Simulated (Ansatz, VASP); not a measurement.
# Be2CdO3 in VASP and in Ansatz

```
Be Cd O
1.0
     2.94179    0.00000    0.00000
    -1.47089    2.54766    0.00000
     0.00000    0.00000    7.76485
Be Cd O
2 1 3
Direct
  0.66667 0.33333 0.63393
  0.33333 0.66667 0.35472
  0.00000 0.00000 0.00480
  0.66667 0.33333 0.83662
  0.33333 0.66667 0.56019
  0.00000 0.00000 0.28474
```

Alike in both runs: task single point; functional PBE; k mesh 6 × 6 × 2; occupations gaussian, width 0.1 eV; no spin polarisation.

|  | VASP | Ansatz |
| --- | --- | --- |
| version | VASP 6.6.1 | Ansatz 0.2.0 |
| potentials or method | VASP PAW PBE potentials, release 64 (Be, Cd_sv_GW, O), cutoff 700 eV | scalar-relativistic, plane waves, PAW |
| valence electrons in the cell | 42 | 42 |

|  | VASP | Ansatz | Ansatz less VASP |
| --- | --- | --- | --- |
| gap on the k mesh at the Fermi level (eV) | 0.77 | 0.77 | +0.006 |
| least direct gap on the mesh (eV) | 0.77 | 0.77 | +0.006 |
| pressure (GPa) | -0.2 | -0.2 | +0.02 |
| traceless stress, the component that is largest in VASP (GPa) | 0.22 | 0.14 | -0.073 |
| rms of the force components (eV/Å) | 0.017 | 0.018 | +0.0009 |

Atom by atom the forces differ by 0.005 eV/Å (rms over components). The functional is the same, so the differences come from potentials, cutoffs and numerics.
